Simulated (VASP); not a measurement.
Here is a VASP 6.6.1 calculation.

The input POSCAR:

```
AlCu
1.0
    2.7915402411      0.0000000000      0.0000000000
   -1.3957701205      2.4175447644      0.0000000000
    0.0000000000      0.0000000000      4.0710011000
Al Cu
1 1
Direct
    0.0000000000      0.0000000000      0.0000000000
    0.3333333333      0.6666666667      0.5000000000
```

Contents of INCAR.step1:

```
SYSTEM = AlCu
ALGO = Normal ; EDIFF = 1E-4
ENCUT = 520 ; GGA = PE
ISMEAR = 0 ; LASPH = .True.
LCHARG = .False. ; LREAL = .False.
LWAVE = .True. ; NBANDS = 14
NELM = 80 ; PREC = Accurate
SIGMA = 0.1
```

Contents of INCAR.step2:

```
SYSTEM = AlCu
ALGO = Normal ; EDIFF = 1E-6
ENCUT = 520 ; ISIF = 2
ISMEAR = 0 ; ISTART = 1
LASPH = .True. ; LCHARG = .False.
LMIXTAU = .True. ; LREAL = .False.
LWAVE = .False. ; METAGGA = R2SCAN
NBANDS = 14 ; NELM = 80
PREC = Accurate ; SIGMA = 0.1
```

Contents of KPOINTS:

```
k-points
0
Gamma
  24 24 14
  0 0 0
```

Potentials or basis: VASP PAW PBE potentials, release 64 (Al, Cu).

Run with:

```console
$ cat potpaw_PBE.64/Al/POTCAR potpaw_PBE.64/Cu/POTCAR > POTCAR
$ cp INCAR.step1 INCAR
$ mpirun -np 1 vasp_std > vasp.out
$ cp INCAR.step2 INCAR
$ mpirun -np 1 vasp_std > vasp.out
```

Q: What does it give for the band gap on the k mesh?

A: Zero (bands 7 and 8 overlap by 2.27 eV).

Q: Estimate the pressure.

A: -3.9 GPa.

Stress tensor (GPa, compression positive):
```
-4.04  0.00  0.00
 0.00 -4.04  0.00
 0.00  0.00 -3.74
```

Caveat: the cell stands under tension; the PAW data sets were made with another functional, which shifts forces and pressure a little.
